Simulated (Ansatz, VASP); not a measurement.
## TiSi2 in VASP and in Ansatz

```xyz
6
Lattice="1.7629 -6.9835 0.0000 1.7629 6.9835 0.0000 0.0000 0.0000 3.4800" Properties=species:S:1:pos:R:3 pbc="T T T"
Ti    1.7629   -2.0923    0.0000
Ti    1.7629    2.0923    0.0000
Si    0.0000    0.0000    0.0000
Si    1.7629   -4.3020    1.7400
Si    1.7629    4.3020    1.7400
Si    1.7629    0.0000    1.7400
```

Alike in both runs: functional PBEsol; k mesh 10 × 10 × 10; occupations gaussian, width 0.1 eV; no spin polarisation.

Ansatz relaxed the structure, and its values are those at the end. VASP's run is a single point on that final structure, the one shown.

|  | VASP | Ansatz |
| --- | --- | --- |
| version | VASP 6.6.1 | Ansatz 0.2.0 |
| potentials or method | VASP PAW PBE potentials, release 64 (Ti_sv, Si), cutoff 520 eV | scalar-relativistic, plane waves, PAW |
| valence electrons in the cell | 40 | 40 |

```tsv
	VASP	Ansatz	Ansatz less VASP
gap on the k mesh at the Fermi level (eV)	none	none	-
pressure (GPa)	0.1	0.0	-0.14
```

VASP's potentials were made for PBE, not for PBEsol. A gap of «none» marks a metal or a gap that the smearing closes.
